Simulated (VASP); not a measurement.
Write the native input for VASP 6.6.1 that does the following.

```
Task                   : single point
Functional             : PBEsol
Potentials or basis    : VASP PAW PBE potentials, release 64 (Au)
Cutoff                 : 520 eV
k mesh                 : 1 × 1 × 23
Occupations            : gaussian, width 0.05 eV
Spin                   : collinear spin
Starting moments       : [0.5, 0.5] μB
Dipole correction      : no
Further INCAR settings : ALGO = Normal; EDIFF = 1e-07; NBANDS = 22
```

The structure of Au lies in POSCAR:

```
Au
1.0
   11.3000000000      0.0000000000      0.0000000000
    0.0000000000      9.3000000000      0.0000000000
    0.0000000000      0.0000000000      2.6064788055
Au
2
Direct
    0.3954429173      0.5000000000      0.0000000000
    0.6045570827      0.5000000000      0.5000000000
```

The input as run:

INCAR

```
SYSTEM = Au
PREC = Accurate ; ENCUT = 520
EDIFF = 1E-7 ; ISMEAR = 0
SIGMA = 0.05 ; LREAL = .False.
LASPH = .True. ; NELM = 150
ALGO = Normal ; ISIF = 2
LWAVE = .False. ; LCHARG = .False.
ISPIN = 2 ; MAGMOM = 0.5 0.5
LORBIT = 11 ; LMAXMIX = 4
GGA = PS ; NBANDS = 22
```

KPOINTS

```
Automatic mesh
0
Gamma
  1 1 23
  0 0 0
```

Potentials or basis: VASP PAW PBE potentials, release 64 (Au).

Launch:

```console
$ cat potpaw_PBE.64/Au/POTCAR > POTCAR
$ mpirun -np 1 vasp_std > vasp.out
```

It gave:

```
Largest force                                         : 0.007 eV/Å
Band gap on the k mesh                                : zero (filled and empty bands overlap)
Net moment                                            : 0.00 μB per cell
Valence electrons inside the program's atomic spheres : Au 9.64
```

Caveat: the PAW data sets were made with another functional, which shifts forces and pressure a little; spin-orbit coupling is left out, which moves the levels of the heavy elements.

Wall time 5.9 min on 1 thread of Intel Xeon 8259CL, with other jobs on the host, peak memory 0.46 GiB.
